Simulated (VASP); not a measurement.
# BaZrO3 (Pm-3m) in VASP: notebook

Runs on BaZrO3. Level: LDA. Tasks: vibrations by perturbation theory.

Program: VASP 6.6.1. These are calculated values, not measurements. Logs are shortened: lines on timing, memory, paths and dates and some standing lists are left out, and cuts for length are marked.

## (1) The cell of the first run

The structure is cubic, space group Pm-3m (No. 221). The conventional cell has a = 4.048 Å, b = 4.048 Å, c = 4.048 Å, α = 90.00°, β = 90.00°, γ = 90.00°. Within 3.8 Å of Ba (site symmetry m-3m) lie 12 O at 2.86 Å and 8 Zr at 3.51 Å. Within 2.7 Å of Zr (site symmetry m-3m) lie 6 O at 2.02 Å. O (site symmetry 4/mmm) has 2 Zr at 2.02 Å within 2.7 Å.

## (2) Vibrations by perturbation theory, LDA

INCAR

```
PREC = Accurate
ENCUT = 520
EDIFF = 1E-8
ISMEAR = 0
SIGMA = 0.01
LREAL = False
LASPH = True
NELM = 80
ALGO = Normal
ISIF = 2
LWAVE = False
LCHARG = False
IBRION = 8
NSW = 1
```

KPOINTS

```
regular mesh
0
Gamma
  4 4 4
```

POSCAR

```
BaZrO3
1.0
    4.0481197956      0.0000000000      0.0000000000
    0.0000000000      4.0481197956      0.0000000000
    0.0000000000      0.0000000000      4.0481197956
Ba Zr O
1 1 3
Direct
    0.0000000000      0.0000000000      0.0000000000
    0.5000000000      0.5000000000      0.5000000000
    0.0000000000      0.5000000000      0.5000000000
    0.5000000000      0.0000000000      0.5000000000
    0.5000000000      0.5000000000      0.0000000000
```

Potentials or basis: VASP PAW LDA potentials, release 64 (Ba_sv, Zr_sv, O).

Command:

```
$ cat potpaw_LDA.64/Ba_sv/POTCAR potpaw_LDA.64/Zr_sv/POTCAR potpaw_LDA.64/O/POTCAR > POTCAR
$ mpirun -np 1 vasp_std > vasp.out
```

OUTCAR:

```text
PREC = Accurate
   ENCUT = 520
   EDIFF = 1E-8
   ISMEAR = 0
   LREAL = False
   LASPH = True
   NELM = 80
   ISIF = 2
   IBRION = 8
   NSW = 1

 ion  position               nearest neighbor table
   1  0.000  0.000  0.000-   3 2.86   4 2.86   5 2.86   3 2.86   4 2.86   3 2.86   5 2.86   3 2.86
                             4 2.86   5 2.86   4 2.86   5 2.86   2 3.51   2 3.51   2 3.51   2 3.51
   2  0.500  0.500  0.500-   3 2.02   4 2.02   5 2.02   5 2.02   4 2.02   3 2.02   1 3.51   1 3.51
                             1 3.51   1 3.51   1 3.51   1 3.51   1 3.51   1 3.51
   3  0.000  0.500  0.500-   2 2.02   2 2.02   1 2.86   1 2.86   1 2.86   1 2.86
   4  0.500  0.000  0.500-   2 2.02   2 2.02   1 2.86   1 2.86   1 2.86   1 2.86
   5  0.500  0.500  0.000-   2 2.02   2 2.02   1 2.86   1 2.86   1 2.86   1 2.86

  LATTYP: Found a simple cubic cell.
 ALAT       =     4.0481197956

  Lattice vectors:

 A1 = (   4.0481197956,   0.0000000000,   0.0000000000)
 A2 = (   0.0000000000,   4.0481197956,   0.0000000000)
 A3 = (   0.0000000000,   0.0000000000,   4.0481197956)

Analysis of symmetry for initial positions (statically):
=====================================================================
 Subroutine PRICEL returns:
 Original cell was already a primitive cell.

 Routine SETGRP: Setting up the symmetry group for a
 simple cubic supercell.

 Subroutine GETGRP returns: Found 48 space group operations
 (whereof 48 operations were pure point group operations)
 out of a pool of 48 trial point group operations.

The static configuration has the point symmetry O_h .

Analysis of symmetry for dynamics (positions and initial velocities):
=====================================================================
 Subroutine PRICEL returns:
 Original cell was already a primitive cell.

 Routine SETGRP: Setting up the symmetry group for a
 simple cubic supercell.

 Subroutine GETGRP returns: Found 48 space group operations
 (whereof 48 operations were pure point group operations)
 out of a pool of 48 trial point group operations.

The dynamic configuration has the point symmetry O_h .

 Subroutine INISYM returns: Found 48 space group operations
 (whereof 48 operations are pure point group operations),
 and found     1 'primitive' translations

----------------------------------------------------------------------------------------

                                     Primitive cell

  volume of cell :      66.3376

  direct lattice vectors                    reciprocal lattice vectors
     4.048119796  0.000000000  0.000000000     0.247028263  0.000000000  0.000000000
     0.000000000  4.048119796  0.000000000     0.000000000  0.247028263  0.000000000
     0.000000000  0.000000000  4.048119796     0.000000000  0.000000000  0.247028263

  length of vectors
[... 403 lines left out ...]
  Direction    XX          YY          ZZ          XY          YZ          ZX
  --------------------------------------------------------------------------------------
  -------------------------------------------------------------------------------------
  Total        7.0454802      7.0454802      7.0454802     -0.0000000     -0.0000000      0.0000000
  in kB      170.1614250    170.1614250    170.1614250     -0.0000000     -0.0000000      0.0000000
  external PRESSURE =     170.1614250 kB  Pullay stress =       0.0000000 kB

 VOLUME and BASIS-vectors are now :
 -----------------------------------------------------------------------------
  energy-cutoff  :      520.00
  volume of cell :       66.34
      direct lattice vectors                 reciprocal lattice vectors
     4.048119796  0.000000000  0.000000000     0.247028263  0.000000000  0.000000000
     0.000000000  4.048119796  0.000000000     0.000000000  0.247028263  0.000000000
     0.000000000  0.000000000  4.048119796     0.000000000  0.000000000  0.247028263

 POSITION                                       TOTAL-FORCE (eV/Angst)
 -----------------------------------------------------------------------------------
      0.00000      0.00000      0.00000         0.000000      0.000000      0.000000
      2.02406      2.02406      2.02406         0.000000      0.000000      0.000000
      0.00000      2.02406      2.02406         0.000000      0.000000      0.000000
      2.02406      0.00000      2.02406         0.000000      0.000000      0.000000
      2.02406      2.02406      0.00000         0.000000      0.000000      0.000000
 -----------------------------------------------------------------------------------
    total drift:                                0.000000      0.000000     -0.000000

  FREE ENERGIE OF THE ION-ELECTRON SYSTEM (eV)
  ---------------------------------------------------
  free  energy   TOTEN  =       -45.4471062385 eV

  energy  without entropy=      -45.4471062385  energy(sigma->0) =      -45.44710624

[... ionic steps 2 to 9 ...]

--------------------------------------- Ionic step       10  -------------------------------------------

------------------------ aborting loop because EDIFF is reached ----------------------------------------

--------------------------------------- Ionic step       11  -------------------------------------------

 Free energy of the ion-electron system (eV)
  ---------------------------------------------------
  ---------------------------------------------------
  free energy    TOTEN  =        -0.36334404 eV

  energy without entropy =       -0.36334404

------------------------ aborting loop because EDIFF is reached ----------------------------------------

 INTERNAL STRAIN TENSOR  FOR ION    3  DIRECTION 2   (eV/Angst):
 -----------------------------------------------------------------------------
    -0.03797  0.00000  0.00000
     0.00000  0.03167  0.00000
     0.00000  0.00000  0.00438

 INTERNAL STRAIN TENSOR FOR ION    5 for displacements in x,y,z  (eV/Angst):
          X           Y           Z          XY          YZ          ZX
  --------------------------------------------------------------------------------
  x     0.00000     0.00000     0.00000     0.00000     0.00000     0.00000
  y     0.00000     0.00000     0.00000     0.00000     0.00000     0.00000
  z     0.00000     0.00000     0.00000     0.00000     0.00000     0.00000

 SECOND DERIVATIVES (NOT SYMMETRIZED)
 ------------------------------------
               1X          1Y          1Z          2X          2Y          2Z          3X          3Y          3Z          4X          4Y          4Z          5X          5Y          5Z
  1X    -5.822111    0.000000    0.000000    4.453287   -0.000000   -0.000000    1.190973   -0.000000   -0.000000    0.088926   -0.000000    0.000000    0.088926   -0.000000   -0.000000
  1Y     0.000000   -5.822111    0.000000   -0.000000    4.453287   -0.000000   -0.000000    0.088926    0.000000   -0.000000    1.190973   -0.000000   -0.000000    0.088926   -0.000000
  1Z     0.000000    0.000000   -5.822111   -0.000000    0.000000    4.453287    0.000000   -0.000000    0.088926    0.000000    0.000000    0.088926    0.000000    0.000000    1.190973
  2X     4.442962   -0.000000    0.000000  -13.726601   -0.000000    0.000000   12.619363    0.000000   -0.000000   -1.667862   -0.000000   -0.000000   -1.667862    0.000000   -0.000000
  2Y    -0.000000    4.442962   -0.000000   -0.000000  -13.726601   -0.000000   -0.000000   -1.667862   -0.000000    0.000000   12.619363   -0.000000    0.000000   -1.667862   -0.000000
  2Z     0.000000    0.000000    4.442962    0.000000    0.000000  -13.726601   -0.000000   -0.000000   -1.667862   -0.000000   -0.000000   -1.667862   -0.000000   -0.000000   12.619363
  3X     1.183914   -0.000000    0.000000   12.606001    0.000000    0.000000  -21.219217   -0.000000    0.000000    3.714651   -0.000000    0.000000    3.714651    0.000000   -0.000000
  3Y     0.000000    0.094770    0.000000    0.000000   -1.672995    0.000000    0.000000   -1.581169    0.000000    0.000000    3.717573    0.000000    0.000000   -0.558178    0.000000
  3Z     0.000000    0.000000    0.094770    0.000000    0.000000   -1.672995    0.000000    0.000000   -1.581169    0.000000    0.000000   -0.558178    0.000000    0.000000    3.717573
  4X     0.094770    0.000000    0.000000   -1.672995    0.000000    0.000000    3.717573    0.000000    0.000000   -1.581169    0.000000    0.000000   -0.558178    0.000000    0.000000
  4Y    -0.000000    1.183914   -0.000000    0.000000   12.606001    0.000000   -0.000000    3.714651    0.000000   -0.000000  -21.219217   -0.000000    0.000000    3.714651    0.000000
  4Z     0.000000    0.000000    0.094770    0.000000    0.000000   -1.672995    0.000000    0.000000   -0.558178    0.000000    0.000000   -1.581169    0.000000    0.000000    3.717573
  5X     0.094770    0.000000    0.000000   -1.672995    0.000000    0.000000    3.717573    0.000000    0.000000   -0.558178    0.000000    0.000000   -1.581169    0.000000    0.000000
  5Y     0.000000    0.094770    0.000000    0.000000   -1.672995    0.000000    0.000000   -0.558178    0.000000    0.000000    3.717573    0.000000    0.000000   -1.581169    0.000000
  5Z     0.000000    0.000000    1.183914    0.000000    0.000000   12.606001   -0.000000    0.000000    3.714651    0.000000   -0.000000    3.714651    0.000000    0.000000  -21.219217

 Eigenvectors and eigenvalues of the dynamical matrix
 ----------------------------------------------------

   1 f  =   19.111117 THz   120.078689 2PiTHz  637.478240 cm-1    79.037193 meV
             X         Y         Z           dx          dy          dz
      0.000000  0.000000  0.000000    -0.000000    0.000000   -0.009340
      2.024060  2.024060  2.024060    -0.000000    0.000000   -0.241743
      0.000000  2.024060  2.024060     0.000000    0.000000   -0.168312
      2.024060  0.000000  2.024060    -0.000000   -0.000000   -0.168312
      2.024060  2.024060  0.000000    -0.000000    0.000000    0.940646
[... 105 lines left out ...]
  15 f/i=    0.002859 THz     0.017965 2PiTHz    0.095375 cm-1     0.011825 meV
             X         Y         Z           dx          dy          dz
      0.000000  0.000000  0.000000     0.423785    0.333326   -0.453446
      2.024060  2.024060  2.024060     0.345510    0.271760   -0.369693
      0.000000  2.024060  2.024060     0.144810    0.113865   -0.154899
      2.024060  0.000000  2.024060     0.144766    0.113899   -0.154899
      2.024060  2.024060  0.000000     0.144766    0.113865   -0.154945

--------------------------------------------------------------------------------------------------------

 ELASTIC MODULI CONTR FROM IONIC RELAXATION (kBar)
 Direction    XX          YY          ZZ          XY          YZ          ZX
 --------------------------------------------------------------------------------
 XX           0.0000      0.0000      0.0000      0.0000      0.0000      0.0000
 YY           0.0000      0.0000      0.0000      0.0000      0.0000      0.0000
 ZZ           0.0000      0.0000      0.0000      0.0000      0.0000      0.0000
 XY           0.0000      0.0000      0.0000      0.0000      0.0000      0.0000
 YZ           0.0000      0.0000      0.0000      0.0000      0.0000      0.0000
 ZX           0.0000      0.0000      0.0000      0.0000      0.0000      0.0000
 --------------------------------------------------------------------------------
```

Run time: 5.3 min. Hardware: 1 thread of Intel Xeon 6975P-C (Granite Rapids), shared host; peak memory 0.25 GiB.

What came out:

- Highest phonon frequency at Γ, LO-TO splitting left out: 637 cm⁻¹

Phonon frequencies in cm⁻¹ (negative: imaginary):
```csv
q point,frequencies
"(0.000, 0.000, 0.000)",0 0 0 122 122 122 132 132 132 168 168 168 637 637 637
```

Caveat: the k points lie up to 0.39 Å⁻¹ apart; the cell stands under pressure or tension, which shifts response properties; spin-orbit coupling is left out, which moves the levels of the heavy elements.

[end of part 1 of 2]
